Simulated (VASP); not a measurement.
# GaN (P6_3mc) in VASP: further runs, part 2 of 3

VASP 6.6.1.

### 4 Single point, r2SCAN, non-collinear spin, zero start, spin-orbit coupling

This run uses another cell than the first one, of 10.63 Å³/atom, 0.940 times its volume.

POSCAR

```
GaN
1.0
    3.1150838257      0.0000000000      0.0000000000
   -1.5575419129      2.6977417280      0.0000000000
    0.0000000000      0.0000000000      5.0605418376
Ga N
2 2
Direct
    0.6666666667      0.3333333333      0.5000000000
    0.3333333333      0.6666666667      0.0000000000
    0.6666666667      0.3333333333      0.8750000000
    0.3333333333      0.6666666667      0.3750000000
```

INCAR.step1

```
PREC = Accurate
ENCUT = 520
ISMEAR = -1
SIGMA = 0.05
LREAL = F
LASPH = T
NELM = 150
MAGMOM = 0 0 0 0 0 0 0 0 0 0 0 0
LSORBIT = T
GGA_COMPAT = F
NBANDS = 50
GGA = PE
ALGO = Normal
EDIFF = 1E-4
LWAVE = T
LCHARG = F
```

INCAR.step2

```
PREC = Accurate
ENCUT = 520
EDIFF = 1E-7
ISMEAR = -1
SIGMA = 0.05
LREAL = F
LASPH = T
NELM = 150
ALGO = Normal
ISIF = 2
LWAVE = F
LCHARG = T
MAGMOM = 0 0 0 0 0 0 0 0 0 0 0 0
LORBIT = 11
LSORBIT = T
GGA_COMPAT = F
LORBMOM = T
METAGGA = R2SCAN
LMIXTAU = T
LVHAR = T
NBANDS = 50
ISTART = 1
```

KPOINTS

```
regular mesh
0
Gamma
  10 10 5
```

Potentials or basis: VASP PAW PBE potentials, release 64 (Ga_d, N).

On the command line:

```sh
> cat potpaw_PBE.64/Ga_d/POTCAR potpaw_PBE.64/N/POTCAR > POTCAR
> cp INCAR.step1 INCAR
> mpirun -np 1 vasp_ncl > vasp.out
> cp INCAR.step2 INCAR
> mpirun -np 1 vasp_ncl > vasp.out
```

OUTCAR:

```text
PREC = Accurate
   ENCUT = 520
   EDIFF = 1E-7
   ISMEAR = -1
   LREAL = F
   LASPH = T
   NELM = 150
   ISIF = 2
   LORBIT = 11
   LSORBIT = T
   METAGGA = R2SCAN
   ISTART = 1

 ion  position               nearest neighbor table
   1  0.667  0.333  0.500-   3 1.90   4 1.91   4 1.91   4 1.91
   2  0.333  0.667  0.000-   4 1.90   3 1.91   3 1.91   3 1.91
   3  0.667  0.333  0.875-   1 1.90   2 1.91   2 1.91   2 1.91
   4  0.333  0.667  0.375-   2 1.90   1 1.91   1 1.91   1 1.91

  LATTYP: Found a hexagonal cell.
 ALAT       =     3.1150838257
 C/A-ratio  =     1.6245283019

  Lattice vectors:

 A1 = (   3.1150838257,   0.0000000000,   0.0000000000)
 A2 = (  -1.5575419129,   2.6977417280,   0.0000000000)
 A3 = (   0.0000000000,   0.0000000000,   5.0605418376)

Analysis of symmetry for initial positions (statically):
=====================================================================
 Subroutine PRICEL returns:
 Original cell was already a primitive cell.

 Routine SETGRP: Setting up the symmetry group for a
 hexagonal supercell.

 Subroutine GETGRP returns: Found 12 space group operations
 (whereof  6 operations were pure point group operations)
 out of a pool of 24 trial point group operations.

The static configuration has the point symmetry C_3v.
 The point group associated with its full space group is C_6v.

Analysis of symmetry for dynamics (positions and initial velocities):
=====================================================================
 Subroutine PRICEL returns:
 Original cell was already a primitive cell.

 Routine SETGRP: Setting up the symmetry group for a
 hexagonal supercell.

 Subroutine GETGRP returns: Found 12 space group operations
 (whereof  6 operations were pure point group operations)
 out of a pool of 24 trial point group operations.

The dynamic configuration has the point symmetry C_3v.
 The point group associated with its full space group is C_6v.

Analysis of structural, dynamic, and magnetic symmetry:
[... 1444 lines left out ...]
            0.000   0.000   0.000

 orbital moment (y)

 # of ion     p       d       tot
 ----------------------------------------
  1         0.000  -0.000  -0.000
  2         0.000   0.000   0.000
  3        -0.000   0.000  -0.000
  4         0.000   0.000   0.000
 ----------------------------------------
            0.000   0.000   0.000

 orbital moment (z)

 # of ion     p       d       tot
 ----------------------------------------
  1         0.000   0.000   0.000
  2         0.000   0.000   0.000
  3         0.000   0.000   0.000
  4         0.000   0.000   0.000
 ----------------------------------------
            0.000   0.000   0.000

 Spin-Orbit-Coupling matrix elements

 Ion:    1  E_soc:     -0.0106084
 l=   1
     0.0000000    -0.0009721    -0.0009698
    -0.0009721     0.0000000    -0.0009721
    -0.0009698    -0.0009721     0.0000000
 l=   2
     0.0000000    -0.0001574     0.0000000    -0.0001574    -0.0006430
    -0.0001574     0.0000000    -0.0004815    -0.0001544    -0.0001574
     0.0000000    -0.0004815     0.0000000    -0.0004815     0.0000000
    -0.0001574    -0.0001544    -0.0004815     0.0000000    -0.0001574
    -0.0006430    -0.0001574     0.0000000    -0.0001574     0.0000000
 l=   3
     0.0000000     0.0000000     0.0000000     0.0000000     0.0000000     0.0000000     0.0000000
     0.0000000     0.0000000     0.0000000     0.0000000     0.0000000     0.0000000     0.0000000
     0.0000000     0.0000000     0.0000000     0.0000000     0.0000000     0.0000000     0.0000000
     0.0000000     0.0000000     0.0000000     0.0000000     0.0000000     0.0000000     0.0000000
[... 49 lines left out ...]
 l=   2
     0.0000000     0.0000000     0.0000000     0.0000000     0.0000000
     0.0000000     0.0000000     0.0000000     0.0000000     0.0000000
     0.0000000     0.0000000     0.0000000     0.0000000     0.0000000
     0.0000000     0.0000000     0.0000000     0.0000000     0.0000000
     0.0000000     0.0000000     0.0000000     0.0000000     0.0000000
 l=   3
     0.0000000     0.0000000     0.0000000     0.0000000     0.0000000     0.0000000     0.0000000
     0.0000000     0.0000000     0.0000000     0.0000000     0.0000000     0.0000000     0.0000000
     0.0000000     0.0000000     0.0000000     0.0000000     0.0000000     0.0000000     0.0000000
     0.0000000     0.0000000     0.0000000     0.0000000     0.0000000     0.0000000     0.0000000
     0.0000000     0.0000000     0.0000000     0.0000000     0.0000000     0.0000000     0.0000000
     0.0000000     0.0000000     0.0000000     0.0000000     0.0000000     0.0000000     0.0000000
     0.0000000     0.0000000     0.0000000     0.0000000     0.0000000     0.0000000     0.0000000

 total charge

# of ion       s       p       d       tot
------------------------------------------
    1        0.771   0.966  10.241  11.978
    2        0.771   0.966  10.241  11.978
    3        1.232   2.605   0.000   3.838
    4        1.232   2.605   0.000   3.838
--------------------------------------------------
tot          4.006   7.143  20.481  31.631

 magnetization (x)

# of ion       s       p       d       tot
------------------------------------------
    1        0.000   0.000   0.000   0.000
    2        0.000   0.000   0.000   0.000
    3        0.000   0.000   0.000   0.000
    4        0.000   0.000   0.000   0.000
--------------------------------------------------
tot          0.000   0.000   0.000   0.000

 magnetization (y)

# of ion       s       p       d       tot
------------------------------------------
    1        0.000  -0.000  -0.000  -0.000
    2       -0.000  -0.000   0.000  -0.000
    3        0.000  -0.000   0.000  -0.000
    4        0.000   0.000   0.000   0.000
--------------------------------------------------
tot         -0.000  -0.000  -0.000  -0.000

 magnetization (z)

# of ion       s       p       d       tot
------------------------------------------
    1        0.000   0.000  -0.000   0.000
    2        0.000  -0.000  -0.000  -0.000
    3       -0.000  -0.000   0.000  -0.000
    4       -0.000   0.000   0.000   0.000
--------------------------------------------------
tot         -0.000   0.000  -0.000  -0.000
```

OUTCAR.step1:

```text
PREC = Accurate
   ENCUT = 520
   ISMEAR = -1
   LREAL = F
   LASPH = T
   NELM = 150
   LSORBIT = T
   GGA = PE
   EDIFF = 1E-4
[... 1561 lines left out ...]
     0.0000000     0.0000000     0.0000000     0.0000000     0.0000000     0.0000000     0.0000000
     0.0000000     0.0000000     0.0000000     0.0000000     0.0000000     0.0000000     0.0000000
     0.0000000     0.0000000     0.0000000     0.0000000     0.0000000     0.0000000     0.0000000
     0.0000000     0.0000000     0.0000000     0.0000000     0.0000000     0.0000000     0.0000000
     0.0000000     0.0000000     0.0000000     0.0000000     0.0000000     0.0000000     0.0000000

=======================================================================

 ========================================================
```

It took 31 min on 1 thread of Intel Xeon Platinum 8259CL at 2.50GHz (Skylake/Cascade Lake), shared host; peak memory 0.42 GiB.

Results:

```
Free energy                                           : -43.6711 eV
Pressure                                              : 16.6 GPa
Largest force                                         : 0.163 eV/Å
Net moment                                            : 0.00 μB per cell
Valence electrons inside the program's atomic spheres : Ga 11.98; N 3.84
```

Forces on the atoms (eV/Å):
```
Ga   0.000  0.000 -0.163
Ga   0.000  0.000 -0.163
N    0.000  0.000  0.163
N    0.000  0.000  0.163
```

Moments on the atoms (μB; x, y, z):
```
Ga  0.00 0.00 0.00
Ga  0.00 0.00 0.00
N   0.00 0.00 0.00
N   0.00 0.00 0.00
```

Caveat: the PAW data sets were made with another functional, which shifts forces and pressure a little.

### 5 Single point, PBE

INCAR

```
SYSTEM = GaN
PREC     = Accurate       ! precision mode
ENCUT    = 520            ! plane-wave cutoff, eV
EDIFF    = 1E-6           ! SCF threshold, eV
ISMEAR   = -1             ! smearing method
SIGMA    = 0.05           ! smearing width, eV
LREAL    = .False.        ! projectors in reciprocal space
LASPH    = .True.         ! aspherical terms in the spheres
NELM     = 80             ! most SCF steps
ALGO     = Normal         ! electronic algorithm
ISIF     = 2              ! what is computed and relaxed
LWAVE    = .False.        ! write WAVECAR
LCHARG   = .False.        ! write CHGCAR
GGA      = PE             ! functional
NBANDS   = 26             ! bands
```

KPOINTS

```
regular mesh
0
Gamma
  6 6 3
  0 0 0
```

POSCAR

```
GaN
1.0
    3.1800000000      0.0000000000      0.0000000000
   -1.5900000000      2.7539607840      0.0000000000
    0.0000000000      0.0000000000      5.1660000000
Ga N
2 2
Direct
    0.6666666667      0.3333333333      0.5000000000
    0.3333333333      0.6666666667      0.0000000000
    0.6666666667      0.3333333333      0.8750000000
    0.3333333333      0.6666666667      0.3750000000
```

Potentials or basis: VASP PAW PBE potentials, release 64 (Ga_d, N).

On the command line:

```sh
> cat potpaw_PBE.64/Ga_d/POTCAR potpaw_PBE.64/N/POTCAR > POTCAR
> mpirun -np 1 vasp_std > vasp.out
```

OUTCAR:

```text
SYSTEM = GaN
   PREC = Accurate
   ENCUT = 520
   EDIFF = 1E-6
   ISMEAR = -1
   LREAL = .False.
   LASPH = .True.
   NELM = 80
   ISIF = 2
   GGA = PE

 ion  position               nearest neighbor table
   1  0.667  0.333  0.500-   3 1.94   4 1.95   4 1.95   4 1.95
   2  0.333  0.667  0.000-   4 1.94   3 1.95   3 1.95   3 1.95
   3  0.667  0.333  0.875-   1 1.94   2 1.95   2 1.95   2 1.95
   4  0.333  0.667  0.375-   2 1.94   1 1.95   1 1.95   1 1.95

  LATTYP: Found a hexagonal cell.
 ALAT       =     3.1800000000
 C/A-ratio  =     1.6245283019

  Lattice vectors:

 A1 = (   3.1800000000,   0.0000000000,   0.0000000000)
 A2 = (  -1.5900000000,   2.7539607840,   0.0000000000)
 A3 = (   0.0000000000,   0.0000000000,   5.1660000000)

Analysis of symmetry for initial positions (statically):
=====================================================================
 Subroutine PRICEL returns:
 Original cell was already a primitive cell.

 Routine SETGRP: Setting up the symmetry group for a
 hexagonal supercell.

 Subroutine GETGRP returns: Found 12 space group operations
 (whereof  6 operations were pure point group operations)
 out of a pool of 24 trial point group operations.

The static configuration has the point symmetry C_3v.
 The point group associated with its full space group is C_6v.

Analysis of symmetry for dynamics (positions and initial velocities):
=====================================================================
 Subroutine PRICEL returns:
 Original cell was already a primitive cell.

 Routine SETGRP: Setting up the symmetry group for a
 hexagonal supercell.

 Subroutine GETGRP returns: Found 12 space group operations
 (whereof  6 operations were pure point group operations)
 out of a pool of 24 trial point group operations.

The dynamic configuration has the point symmetry C_3v.
 The point group associated with its full space group is C_6v.

 Subroutine INISYM returns: Found 12 space group operations
 (whereof  6 operations are pure point group operations),
 and found     1 'primitive' translations

----------------------------------------------------------------------------------------

                                     Primitive cell

  volume of cell :      45.2417

  direct lattice vectors                    reciprocal lattice vectors
     3.180000000  0.000000000  0.000000000     0.314465409  0.181556688  0.000000000
    -1.590000000  2.753960784  0.000000000     0.000000000  0.363113377  0.000000000
     0.000000000  0.000000000  5.166000000     0.000000000  0.000000000  0.193573364

  length of vectors
     3.180000000  3.180000000  5.166000000     0.363113377  0.363113377  0.193573364

  position of ions in fractional coordinates (direct lattice)
     0.666666667  0.333333333  0.500000000
     0.333333333  0.666666667  0.000000000
     0.666666667  0.333333333  0.875000000
     0.333333333  0.666666667  0.375000000

  ion indices of the primitive-cell ions
   primitive index   ion index
                 1           1
                 2           2
                 3           3
                 4           4

[... 25 lines left out ...]

 Following reciprocal coordinates:
            Coordinates               Weight
  0.000000  0.000000  0.000000      1.000000
  0.166667  0.000000  0.000000      6.000000
  0.333333  0.000000  0.000000      6.000000
  0.500000  0.000000  0.000000      3.000000
  0.166667  0.166667  0.000000      6.000000
  0.333333  0.166667  0.000000     12.000000
  0.333333  0.333333  0.000000      2.000000
  0.000000  0.000000  0.333333      2.000000
  0.166667  0.000000  0.333333     12.000000
  0.333333  0.000000  0.333333     12.000000
  0.500000  0.000000  0.333333      6.000000
  0.166667  0.166667  0.333333     12.000000
  0.333333  0.166667  0.333333     24.000000
  0.333333  0.333333  0.333333      4.000000
   k-points           NKPTS =     14   k-points in BZ     NKDIM =     14   number of bands    NBANDS=     26
   number of dos      NEDOS =    301   number of ions     NIONS =      4
   total plane-waves  NPLWV =  23040
   dimension x,y,z NGX =    24 NGY =   24 NGZ =   40
   dimension x,y,z NGXF=    48 NGYF=   48 NGZF=   80
   ions per type =               2   2
   NGX,Y,Z   is equivalent  to a cutoff of  12.55, 12.55, 12.87 a.u.
   NGXF,Y,Z  is equivalent  to a cutoff of  25.09, 25.09, 25.74 a.u.
 SYSTEM =  GaN
   PREC   = accura    normal or accurate (medium, high low for compatibility)
   ISTART =      0    job   : 0-new  1-cont  2-samecut
   ICHARG =      2    charge: 1-file 2-atom 10-const
   ISPIN  =      1    spin polarized calculation?
   LNONCOLLINEAR =      F non collinear calculations
   LSORBIT =      F    spin-orbit coupling
   LASPH  =      T    aspherical Exc in radial PAW
   ENCUT  =  520.0 eV  38.22 Ry    6.18 a.u.   5.91  5.91  9.61*2*pi/ulx,y,z
   NELM   =     80;   NELMIN=  2; NELMDL= -5     # of ELM steps
   EDIFF  = 0.1E-05   stopping-criterion for ELM
   LREAL  =      F    real-space projection
   EDIFFG = 0.1E-04   stopping-criterion for IOM
   NSW    =      0    number of steps for IOM
   IBRION =     -1    ionic relax: 0-MD 1-quasi-New 2-CG
   NFREE  =      0    steps in history (QN), initial steepest desc. (CG)
   ISIF   =      2    stress and relaxation
   ISYM   =      2    0-nonsym 1-usesym 2-fastsym
   POTIM  = 0.5000    time-step for ionic-motion
   TEBEG  =    0.0;   TEEND  =   0.0 temperature during run
   PSTRESS=    0.0 pullay stress
   NELECT =      36.0000    total number of electrons
   NUPDOWN=      -1.0000    fix difference up-down
   EMIN   =  10.00;   EMAX   =-10.00  energy-range for DOS
   EFERMI =   0.00;   METHOD = LEGACY
   ISMEAR =    -1;   SIGMA  =   0.05  broadening in eV -4-tet -1-fermi 0-gaus
   EFERMI_NEDOS =   21; number of points for ismear=-14 and -15
   IALGO  =     38    algorithm
   IMIX   =      4    mixing-type and parameters
     AMIX     =   0.40;   BMIX     =  1.00
     AMIX_MAG =   1.60;   BMIX_MAG =  1.00
  volume/ion in A,a.u.               =      11.31        76.33
  Fermi-wavevector in a.u.,A,eV,Ry     =   1.517036  2.866782 31.312427  2.301398
  Thomas-Fermi vector in A             =   2.626345
   LORBIT       =      0    0 simple, 1 ext, 2 COOP (PROOUT), +10 PAW based schemes
   GGA     = PE    functional components
   LHFCALC =     F    Hartree Fock is set to
   AEXX    =    0.0000 exact exchange contribution
   IVDW    =     0    specifies the selected vdW correction
   LEPSILON=     F    determine dielectric tensor
   LRPA    =     F    only Hartree local field effects (RPA)
 non-spin polarized calculation
  energy-cutoff  :      520.00
  volume of cell :       45.24
 maximum number of plane-waves:      1236
 NGX is ok and might be reduce to    24
   NGX = 11   NGY = 11   NGZ = 19

 number of electron      36.0000002 magnetization

 Free energy of the ion-electron system (eV)
  ---------------------------------------------------
  ext. energy  EPLUGINS =         0.00000000
  ---------------------------------------------------
  free energy    TOTEN  =       -24.27773991 eV

  energy without entropy =      -24.27773991  energy(sigma->0) =      -24.27773991

 E-fermi :   6.4244     XC(G=0): -11.7212

 val. band max:        5.4359923341   @ k =   0.0000   0.0000   0.0000
 cond. band min:       7.4074413017   @ k =   0.0000   0.0000   0.0000
 fundamental gap:      1.9714489676
 Fermi energy:         6.4243918552

 k-point     1 :       0.0000    0.0000    0.0000
  band No.  band energies     occupation
      1     -10.6351      2.00000
      2      -9.6756      2.00000
      3      -8.0235      2.00000
      4      -8.0021      2.00000
      5      -8.0021      2.00000
      6      -7.9376      2.00000
[... 395 lines left out ...]
     25      18.7883      0.00000
     26      19.4077      0.00000

------------------------ aborting loop because EDIFF is reached ----------------------------------------

  FORCE on cell =-STRESS in cart. coord.  units (eV):
  Direction    XX          YY          ZZ          XY          YZ          ZX
  --------------------------------------------------------------------------------------
  -------------------------------------------------------------------------------------
  Total        1.8608732      1.8608732      2.4631575      0.0000000      0.0000000      0.0000000
  in kB       65.9004047     65.9004047     87.2295227      0.0000000      0.0000000      0.0000000
  external PRESSURE =      73.0101107 kB  Pullay stress =       0.0000000 kB

 VOLUME and BASIS-vectors are now :
 -----------------------------------------------------------------------------
  energy-cutoff  :      520.00
  volume of cell :       45.24
      direct lattice vectors                 reciprocal lattice vectors
     3.180000000  0.000000000  0.000000000     0.314465409  0.181556688  0.000000000
    -1.590000000  2.753960784  0.000000000     0.000000000  0.363113377  0.000000000
     0.000000000  0.000000000  5.166000000     0.000000000  0.000000000  0.193573364

 POSITION                                       TOTAL-FORCE (eV/Angst)
 -----------------------------------------------------------------------------------
      1.59000      0.91799      2.58300         0.000000      0.000000     -0.133769
     -0.00000      1.83597      0.00000        -0.000000      0.000000     -0.133769
      1.59000      0.91799      4.52025         0.000000     -0.000000      0.133769
     -0.00000      1.83597      1.93725        -0.000000      0.000000      0.133769
 -----------------------------------------------------------------------------------
    total drift:                               -0.000001     -0.000001     -0.000236

  FREE ENERGIE OF THE ION-ELECTRON SYSTEM (eV)
  ---------------------------------------------------
  free  energy   TOTEN  =       -24.2777399055 eV

  energy  without entropy=      -24.2777399053  energy(sigma->0) =      -24.27773991
```

Wall time 11 s (1 thread of Intel Xeon 6975P-C (Granite Rapids), shared host); peak memory 0.15 GiB.

What came out:

```
Free energy            : -24.2777 eV
Pressure               : 7.3 GPa
Largest force          : 0.134 eV/Å
Band gap on the k mesh : 1.97 eV, direct
```

Forces in eV/Å, atoms in the order of the input:
```
Ga   0.000  0.000 -0.134
Ga   0.000  0.000 -0.134
N    0.000  0.000  0.134
N    0.000  0.000  0.134
```

Stress tensor (GPa, compression positive):
```
6.59 0.00 0.00
0.00 6.59 0.00
0.00 0.00 8.72
```

Levels at points of the mesh, in eV from the valence-band top:
| k point | band 14 | band 15 | band 16 | band 17 | band 18 | band 19 | band 20 | band 21 | band 22 | band 23 |
| --- | --- | --- | --- | --- | --- | --- | --- | --- | --- | --- |
| (0.00, 0.00, 0.00) | -1.06 | -1.06 | -0.06 | 0.00 | 0.00 | 1.97 | 4.30 | 9.26 | 9.92 | 9.92 |
| (0.50, 0.00, 0.00) | -5.30 | -4.28 | -2.78 | -2.26 | -0.99 | 5.07 | 5.61 | 6.07 | 8.67 | 10.39 |

(Part 2 of 3 ends here.)
